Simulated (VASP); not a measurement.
# Pt (R-3m) in VASP: further runs

Pt is run at these levels: LDA; tasks: single point.

Program: VASP 6.6.1. These are calculated values, not measurements. Logs are shortened: lines on timing, memory, paths and dates and some standing lists are left out, and cuts for length are marked.

## 1. The cell of the first run

The structure is trigonal, space group R-3m (No. 166). The conventional cell has a = 2.850 Å, b = 2.850 Å, c = 6.474 Å, α = 90.00°, β = 90.00°, γ = 120.00°. Pt (site symmetry -3m) has 12 Pt at 2.71 to 2.85 Å within 3.6 Å.

## 2. Single point, LDA

Input file INCAR:

```
  PREC = Accurate
  ENCUT = 520
  EDIFF = 1E-6
  ISMEAR = 0
  SIGMA = 0.15
  LREAL = False
  LASPH = True
  NELM = 100
  ALGO = Normal
  ISIF = 2
  LWAVE = False
  LCHARG = True
  LELF = True
  LVHAR = True
  NBANDS = 11
```

Input file KPOINTS:

```
Automatic mesh
0
Gamma
  20 20 20
```

Input file POSCAR:

```
Pt
1.0
   -0.0973383644      1.9175657791      1.9175657791
    1.9175657791     -0.0973383644      1.9175657791
    1.9175657791      1.9175657791     -0.0973383644
Pt
1
Direct
    0.0000000000      0.0000000000      0.0000000000
```

Potentials or basis: VASP PAW LDA potentials, release 64 (Pt).

Run with:

```bash
$ cat potpaw_LDA.64/Pt/POTCAR > POTCAR
$ mpirun -np 1 vasp_std > vasp.out
```

OUTCAR:

```text
PREC = Accurate
   ENCUT = 520
   EDIFF = 1E-6
   ISMEAR = 0
   LREAL = False
   LASPH = True
   NELM = 100
   ISIF = 2

 ion  position               nearest neighbor table
   1  0.000  0.000  0.000-

  LATTYP: Found a trigonal (rhomboedric) cell.
 ALAT       =     2.7135938885
 COS(alpha) =     0.4486605420

  Lattice vectors:

 A1 = (  -0.0973383644,   1.9175657791,   1.9175657791)
 A2 = (   1.9175657791,  -0.0973383644,   1.9175657791)
 A3 = (   1.9175657791,   1.9175657791,  -0.0973383644)

Analysis of symmetry for initial positions (statically):
=====================================================================
 Subroutine PRICEL returns:
 Original cell was already a primitive cell.

 Routine SETGRP: Setting up the symmetry group for a
 trigonal (rhombohedral) supercell.

 Subroutine GETGRP returns: Found 12 space group operations
 (whereof 12 operations were pure point group operations)
 out of a pool of 12 trial point group operations.

The static configuration has the point symmetry D_3d.

Analysis of symmetry for dynamics (positions and initial velocities):
=====================================================================
 Subroutine PRICEL returns:
 Original cell was already a primitive cell.

 Routine SETGRP: Setting up the symmetry group for a
 trigonal (rhombohedral) supercell.

 Subroutine GETGRP returns: Found 12 space group operations
 (whereof 12 operations were pure point group operations)
 out of a pool of 12 trial point group operations.

The dynamic configuration has the point symmetry D_3d.

 Subroutine INISYM returns: Found 12 space group operations
 (whereof 12 operations are pure point group operations),
 and found     1 'primitive' translations

----------------------------------------------------------------------------------------

                                     Primitive cell

  volume of cell :      15.1748

  direct lattice vectors                    reciprocal lattice vectors
    -0.097338364  1.917565779  1.917565779    -0.241688503  0.254613022  0.254613022
     1.917565779 -0.097338364  1.917565779     0.254613022 -0.241688503  0.254613022
     1.917565779  1.917565779 -0.097338364     0.254613022  0.254613022 -0.241688503

  length of vectors
     2.713593888  2.713593888  2.713593888     0.433669130  0.433669130  0.433669130

  position of ions in fractional coordinates (direct lattice)
     0.000000000  0.000000000  0.000000000

  ion indices of the primitive-cell ions
   primitive index   ion index
                 1           1

----------------------------------------------------------------------------------------

 KPOINTS: Automatic mesh

Automatic generation of k-mesh.
 Grid dimensions read from file:
 generate k-points for:   20   20   20

 Generating k-lattice:

  Cartesian coordinates                     Fractional coordinates (reciprocal lattice)
    -0.012084425  0.012730651  0.012730651     0.050000000  0.000000000  0.000000000
     0.012730651 -0.012084425  0.012730651     0.000000000  0.050000000  0.000000000
     0.012730651  0.012730651 -0.012084425     0.000000000  0.000000000  0.050000000

  Length of vectors
     0.021683457  0.021683457  0.021683457

  Shift w.r.t. Gamma in fractional coordinates (k-lattice)
     0.000000000  0.000000000  0.000000000

 Subroutine IBZKPT returns following result:
 ===========================================

 Found    781 irreducible k-points:

 Following reciprocal coordinates:
            Coordinates               Weight
  0.000000  0.000000  0.000000      1.000000
  0.050000  0.000000  0.000000      6.000000
  0.100000  0.000000  0.000000      6.000000
  0.150000  0.000000 -0.000000      6.000000
  0.200000  0.000000  0.000000      6.000000
  0.250000 -0.000000 -0.000000      6.000000
[... 16 lines left out ...]
 -0.400000  0.050000 -0.000000     12.000000
 -0.350000  0.050000  0.000000     12.000000
 [... further k-points ...]
   k-points           NKPTS =    781   k-points in BZ     NKDIM =    781   number of bands    NBANDS=     11
   number of dos      NEDOS =    301   number of ions     NIONS =      1
   total plane-waves  NPLWV =   8000
   dimension x,y,z NGX =    20 NGY =   20 NGZ =   20
   dimension x,y,z NGXF=    40 NGYF=   40 NGZF=   40
   ions per type =               1
   NGX,Y,Z   is equivalent  to a cutoff of  12.25, 12.25, 12.25 a.u.
   NGXF,Y,Z  is equivalent  to a cutoff of  24.51, 24.51, 24.51 a.u.
 SYSTEM =  unknown system
   PREC   = accura    normal or accurate (medium, high low for compatibility)
   ISTART =      0    job   : 0-new  1-cont  2-samecut
   ICHARG =      2    charge: 1-file 2-atom 10-const
   ISPIN  =      1    spin polarized calculation?
   LNONCOLLINEAR =      F non collinear calculations
   LSORBIT =      F    spin-orbit coupling
   LASPH  =      T    aspherical Exc in radial PAW
   ENCUT  =  520.0 eV  38.22 Ry    6.18 a.u.   5.05  5.05  5.05*2*pi/ulx,y,z
   NELM   =    100;   NELMIN=  2; NELMDL= -5     # of ELM steps
   EDIFF  = 0.1E-05   stopping-criterion for ELM
   LREAL  =      F    real-space projection
   EDIFFG = 0.1E-04   stopping-criterion for IOM
   NSW    =      0    number of steps for IOM
   IBRION =     -1    ionic relax: 0-MD 1-quasi-New 2-CG
   NFREE  =      0    steps in history (QN), initial steepest desc. (CG)
   ISIF   =      2    stress and relaxation
   ISYM   =      2    0-nonsym 1-usesym 2-fastsym
   POTIM  = 0.5000    time-step for ionic-motion
   TEBEG  =    0.0;   TEEND  =   0.0 temperature during run
   PSTRESS=    0.0 pullay stress
   NELECT =      10.0000    total number of electrons
   NUPDOWN=      -1.0000    fix difference up-down
   EMIN   =  10.00;   EMAX   =-10.00  energy-range for DOS
   EFERMI =   0.00;   METHOD = LEGACY
   ISMEAR =     0;   SIGMA  =   0.15  broadening in eV -4-tet -1-fermi 0-gaus
   EFERMI_NEDOS =   21; number of points for ismear=-14 and -15
   IALGO  =     38    algorithm
   IMIX   =      4    mixing-type and parameters
     AMIX     =   0.40;   BMIX     =  1.00
     AMIX_MAG =   1.60;   BMIX_MAG =  1.00
  volume/ion in A,a.u.               =      15.17       102.40
  Fermi-wavevector in a.u.,A,eV,Ry     =   1.424624  2.692148 27.613739  2.029553
  Thomas-Fermi vector in A             =   2.545095
   LORBIT       =      0    0 simple, 1 ext, 2 COOP (PROOUT), +10 PAW based schemes
   GGA     = CA    functional components
   LHFCALC =     F    Hartree Fock is set to
   AEXX    =    0.0000 exact exchange contribution
   IVDW    =     0    specifies the selected vdW correction
   LEPSILON=     F    determine dielectric tensor
   LRPA    =     F    only Hartree local field effects (RPA)
 non-spin polarized calculation
 Gauss-broadening in eV      SIGMA  =   0.15
  energy-cutoff  :      520.00
  volume of cell :       15.17
 maximum number of plane-waves:       427
   NGX = 11   NGY = 11   NGZ = 11

 number of electron      10.0000000 magnetization

 number of electron       9.9999999 magnetization

 Free energy of the ion-electron system (eV)
  ---------------------------------------------------
  ext. energy  EPLUGINS =         0.00000000
  ---------------------------------------------------
  free energy    TOTEN  =        -7.48118115 eV

  energy without entropy =       -7.46354020  energy(sigma->0) =       -7.47236068

 E-fermi :  11.0065     XC(G=0): -13.6458

 val. band max:       11.0061969923   @ k =  -0.3500   0.5000   0.3500
 cond. band min:      11.0076322341   @ k =  -0.2500   0.5000   0.1000
 fundamental gap:      0.0014352418
 Fermi energy:        11.0065289980

 k-point     1 :       0.0000    0.0000    0.0000
  band No.  band energies     occupation
      1       0.8408      2.00000
      2       6.8325      2.00000
      3       6.8325      2.00000
      4       7.8754      2.00000
      5       9.5062      2.00000
      6       9.5062      2.00000
      7      25.5842      0.00000
      8      29.8037      0.00000
      9      29.8037      0.00000
     10      32.3008      0.00000
     11      36.0098      0.00000

 k-point     2 :       0.0500    0.0000    0.0000
  band No.  band energies     occupation
      1       0.9372      2.00000
      2       6.8180      2.00000
      3       6.8565      2.00000
      4       7.8971      2.00000
      5       9.4879      2.00000
      6       9.4887      2.00000
      7      25.7270      0.00000
      8      29.3943      0.00000
      9      29.9675      0.00000
     10      32.3402      0.00000
     11      36.5750      0.00000

 k-point     3 :       0.1000    0.0000    0.0000
  band No.  band energies     occupation
      1       1.2189      2.00000
      2       6.7712      2.00000
      3       6.9188      2.00000
      4       7.9686      2.00000
      5       9.4472      2.00000
      6       9.4492      2.00000
      7      26.1178      0.00000
      8      28.3676      0.00000
      9      30.4479      0.00000
     10      32.6213      0.00000
     11      37.4738      0.00000

 k-point     4 :       0.1500    0.0000   -0.0000
  band No.  band energies     occupation
      1       1.6614      2.00000
      2       6.7043      2.00000
      3       6.9909      2.00000
      4       8.0810      2.00000
      5       9.4237      2.00000
      6       9.4307      2.00000
      7      26.5365      0.00000
      8      27.1578      0.00000
      9      31.2106      0.00000
     10      33.1739      0.00000
     11      36.2399      0.00000
[... 239 lines left out ...]
 k-point    22 :      -0.4500    0.0500    0.0000
  band No.  band energies     occupation
      1       3.7181      2.00000
      2       6.6430      2.00000
      3       7.8514      2.00000
      4       9.5935      2.00000
      5      10.9503      1.40384
      6      11.4816      0.00001
      7      16.8100      0.00000
      8      25.6025      0.00000
      9      29.3167      0.00000
     10      31.0906      0.00000
     11      38.9810      0.00000

 k-point    23 :      -0.4000    0.0500   -0.0000
  band No.  band energies     occupation
      1       3.7021      2.00000
      2       6.7032      2.00000
      3       7.8904      2.00000
      4       8.9894      2.00000
      5      10.6825      1.99775
      6      11.1098      0.33015
      7      18.0268      0.00000
      8      25.8408      0.00000
      9      29.6208      0.00000
     10      31.7914      0.00000
     11      37.9514      0.00000

 k-point    24 :      -0.3500    0.0500    0.0000
  band No.  band energies     occupation
      1       3.6299      2.00000
      2       6.7974      2.00000
      3       7.9447      2.00000
      4       8.1226      2.00000
      5      10.3096      2.00000
      6      10.7595      1.98012
      7      19.6893      0.00000
      8      26.2523      0.00000
      9      30.2432      0.00000
     10      32.8966      0.00000
     11      36.3728      0.00000

 [... further k-points ...]

------------------------ aborting loop because EDIFF is reached ----------------------------------------

  FORCE on cell =-STRESS in cart. coord.  units (eV):
  Direction    XX          YY          ZZ          XY          YZ          ZX
  --------------------------------------------------------------------------------------
  -------------------------------------------------------------------------------------
  Total       -0.5336677     -0.5336677     -0.5336677      0.3631301      0.3631301      0.3631301
  in kB      -56.3452640    -56.3452640    -56.3452640     38.3397071     38.3397071     38.3397071
  external PRESSURE =     -56.3452640 kB  Pullay stress =       0.0000000 kB

 VOLUME and BASIS-vectors are now :
 -----------------------------------------------------------------------------
  energy-cutoff  :      520.00
  volume of cell :       15.17
      direct lattice vectors                 reciprocal lattice vectors
    -0.097338364  1.917565779  1.917565779    -0.241688503  0.254613022  0.254613022
     1.917565779 -0.097338364  1.917565779     0.254613022 -0.241688503  0.254613022
     1.917565779  1.917565779 -0.097338364     0.254613022  0.254613022 -0.241688503

 POSITION                                       TOTAL-FORCE (eV/Angst)
 -----------------------------------------------------------------------------------
      0.00000      0.00000      0.00000         0.000000      0.000000      0.000000
 -----------------------------------------------------------------------------------
    total drift:                                0.000000     -0.000000      0.000000

  FREE ENERGIE OF THE ION-ELECTRON SYSTEM (eV)
  ---------------------------------------------------
  free  energy   TOTEN  =        -7.4811811523 eV

  energy  without entropy=       -7.4635402034  energy(sigma->0) =       -7.47236068
```

It took 35 s on 1 thread of Intel Xeon 6975P-C (Granite Rapids), shared host; peak memory 0.23 GiB.

What came out:

```yaml
Free_energy: -7.4812 eV
Pressure: -5.6 GPa
Band_gap_on_the_k_mesh: zero (bands 5 and 6 overlap by 2.60 eV)
```

Levels at points of the mesh, in eV from the Fermi level:
```csv
k point,band 1,band 2,band 3,band 4,band 5,band 6,band 7,band 8,band 9,band 10
"(0.00, 0.00, 0.00)",-10.17,-4.17,-4.17,-3.13,-1.50,-1.50,14.58,18.80,18.80,21.29
"(0.50, 0.00, 0.00)",-7.37,-4.36,-3.18,-0.64,-0.29,0.20,5.52,14.42,18.53,20.01
"(0.50, 0.50, 0.00)",-7.04,-6.58,-0.08,0.41,0.66,1.82,8.89,10.43,12.32,19.99
"(0.50, 0.50, 0.50)",-7.12,-3.95,-3.95,0.26,0.27,0.27,6.91,13.65,17.79,17.79
```

Caveat: the cell stands under tension; spin-orbit coupling is left out, which moves the levels of the heavy elements.

(Part 1 of 2 ends here.)
